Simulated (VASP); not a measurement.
SiC, 8 atoms in the cell. Symmetry: P6_3mc, No. 186, hexagonal system. The conventional cell has a = 3.078 Å, b = 3.078 Å, c = 10.076 Å, α = 90.00°, β = 90.00°, γ = 120.00°. Si (site symmetry 3m) has 4 C at 1.88 to 1.89 Å within 2.5 Å. Si (site symmetry 3m) has 4 C at 1.89 Å within 2.5 Å. Within 2.5 Å of C (site symmetry 3m) lie 4 Si at 1.89 Å. C (site symmetry 3m) has 4 Si at 1.88 to 1.89 Å within 2.5 Å. 

| Property | Result |
| --- | --- |
| Program | VASP 6.6.1 |
| Task | single point |
| Functional | PBEsol |
| Potentials or basis | VASP PAW PBE potentials, release 64 (Si, C) |
| Cutoff | 520 eV |
| k mesh | 9 × 9 × 3 |
| Occupations | fermi-dirac, width 0.05 eV |
| Spin | no spin polarisation |
| Dipole correction | no |
| Further INCAR settings | ALGO = Normal; EDIFF = 1e-06; NBANDS = 26 |

Potentials or basis: VASP PAW PBE potentials, release 64 (Si, C).

Launch:

```console
$ cat potpaw_PBE.64/Si/POTCAR potpaw_PBE.64/C/POTCAR > POTCAR
$ mpirun -np 1 vasp_std > vasp.out
```

Hardware: 1 thread of AMD EPYC 7R13 Processor (Zen 3), on a shared host.

Question: Estimate the wall time of this run.

Answer: Run time: 32 s on 1 thread of AMD EPYC 7R13 Processor (Zen 3), on a shared host, peak memory 0.18 GiB. Counts: scf iterations 12, k points 24.
